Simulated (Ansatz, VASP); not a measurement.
# One calculation of Cd, two programs

```
CELL_PARAMETERS angstrom
-1.72566 1.72566 1.72566
1.72566 -1.72566 1.72566
1.72566 1.72566 -1.72566
ATOMIC_POSITIONS crystal
Cd 0.00000 0.00000 0.00000
```

Alike in both runs: task single point; functional PBE; k mesh 14 × 14 × 14; occupations fermi-dirac, width 0.1 eV; no spin polarisation.

```csv
,VASP,Ansatz
version,VASP 6.6.1,Ansatz 0.2.0
potentials or method,"VASP PAW PBE potentials, release 64 (Cd), cutoff 520 eV","plane waves (420 eV) with PAW, scalar-relativistic"
valence electrons in the cell,12,20
```

|  | VASP | Ansatz | Ansatz less VASP |
| --- | --- | --- | --- |
| pressure (GPa) | 7.4 | 7.0 | -0.38 |

VASP's potentials hold 12 valence electrons a cell and Ansatz's 20, so a difference there can come from the potentials and not from the codes.
